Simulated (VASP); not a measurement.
# Al: electric field gradients with LDA

Crystal: Al.

```
CELL_PARAMETERS angstrom
-0.04048 2.00374 2.00374
2.00374 -0.04048 2.00374
2.00374 2.00374 -0.04048
ATOMIC_POSITIONS crystal
Al 0.00000 0.00000 0.00000
```

This cell differs from its parent crystal: equal xy, yz and zx shear strains of -2 %.

```json
{"Program": "VASP 6.6.1", "Task": "electric field gradients", "Functional": "LDA", "Potentials or basis": "VASP PAW LDA potentials, release 64 (Al)", "Cutoff": "520 eV", "k mesh": "17 × 17 × 17", "Occupations": "fermi-dirac, width 0.03 eV", "Spin": "no spin polarisation", "Dipole correction": "no", "Further INCAR settings": "ALGO = Normal; EDIFF = 1e-08; NBANDS = 8"}
```

| Property | Result |
| --- | --- |
| Pressure | -3.5 GPa |

Stress tensor (GPa, compression positive):
```
-3.53  0.72  0.72
 0.72 -3.53  0.72
 0.72  0.72 -3.53
```

Levels at points of the mesh, in eV from the Fermi level:
```tsv
k point	band 1	band 2	band 3	band 4
(0.00, 0.00, 0.00)	-11.06	12.25	12.25	13.17
```

Electric field gradients, principal values (V/Å²):
```tsv
atom	least	middle	greatest (by size)
1 Al	1.857	1.857	-3.714
```

Run time: 37 s on 1 thread of Intel(R) Xeon(R) Platinum 8488C (Sapphire Rapids) (shared host), peak memory 0.16 GiB.

Caveat: the cell differs from its parent crystal (equal xy, yz and zx shear strains of -2 %); without QUAD_EFG the Cq values of the log hold for a quadrupole moment of 1 mb, not for the nuclei.
